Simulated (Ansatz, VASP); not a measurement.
Given: the input of a run of VASP 6.6.1 on W.

Contents of INCAR:

```
ALGO = Normal
DIPOL = 0.5 0.5 0.500
EDIFF = 1E-6
ENCUT = 520
GGA = PE
IDIPOL = 3
ISIF = 2
ISMEAR = -1
LASPH = True
LCHARG = False
LDIPOL = True
LREAL = False
LWAVE = False
NBANDS = 51
NELM = 100
PREC = Accurate
SIGMA = 0.05
```

Contents of KPOINTS:

```
k-points
0
Gamma
  9 9 1
```

Contents of POSCAR:

```
W
1.0
    2.8708535316      0.0000000000      0.0000000000
    0.0000000000      2.8708535316      0.0000000000
    0.0000000000      0.0000000000     25.1500000000
W
6
Direct
    0.5000000000      0.5000000000      0.2982107356
    0.0000000000      0.0000000000      0.3789264414
    0.5000000000      0.5000000000      0.4596421471
    0.0000000000      0.0000000000      0.5403578529
    0.5000000000      0.5000000000      0.6210735586
    0.0000000000      0.0000000000      0.7017892644
```

Potentials or basis: VASP PAW PBE potentials, release 64 (W_sv).

Launch:

```sh
$ cat potpaw_PBE.64/W_sv/POTCAR > POTCAR
$ mpirun -np 1 vasp_std > vasp.out
```

Problem. Translate it to Ansatz 0.2.0. Potentials there: Ansatz PAW.

Solution. As run (the cutoff follows the program's own potentials):

The input input.yaml:

```yaml
crystal:
  lattice:
    - [2.8708535316, 0.0, 0.0]
    - [0.0, 2.8708535316, 0.0]
    - [0.0, 0.0, 25.15]
  atoms:
    - { symbol: W, position: [0.5, 0.5, 0.2982107356] }
    - { symbol: W, position: [0.0, 0.0, 0.3789264414] }
    - { symbol: W, position: [0.5, 0.5, 0.4596421471] }
    - { symbol: W, position: [0.0, 0.0, 0.5403578529] }
    - { symbol: W, position: [0.5, 0.5, 0.6210735586] }
    - { symbol: W, position: [0.0, 0.0, 0.7017892644] }
hamiltonian:
  xc: pbe
  pseudopotentials: { kind: paw }
kpoints:
  mp_grid: { grid: [9, 9, 1] }
scf:
  occupations: { method: fermi_dirac, width: 0.05 }
output:
  forces: true
  eigenvalues: true
efield:
  axis: 3
  dipole_correction: true
  ramp_width: 0.04
```

Potentials or basis: Ansatz PAW.

Run with:

```console
$ ansatz run input.yaml --threads 4 --pin off --max-ram 11264MiB --backend cpu --events-out ev --progress --plain --runs-dir out
```

Both were run:

|  | VASP | Ansatz | Ansatz less VASP |
| --- | --- | --- | --- |
| gap on the k mesh at the Fermi level (eV) | none | none | - |
| rms of the force components (eV/Å) | 0.088 | 0.097 | +0.0091 |

Atom by atom the forces differ by 0.010 eV/Å (rms over components). A gap of «none» marks a metal or a gap that the smearing closes.

Neither program's run includes spin-orbit coupling.
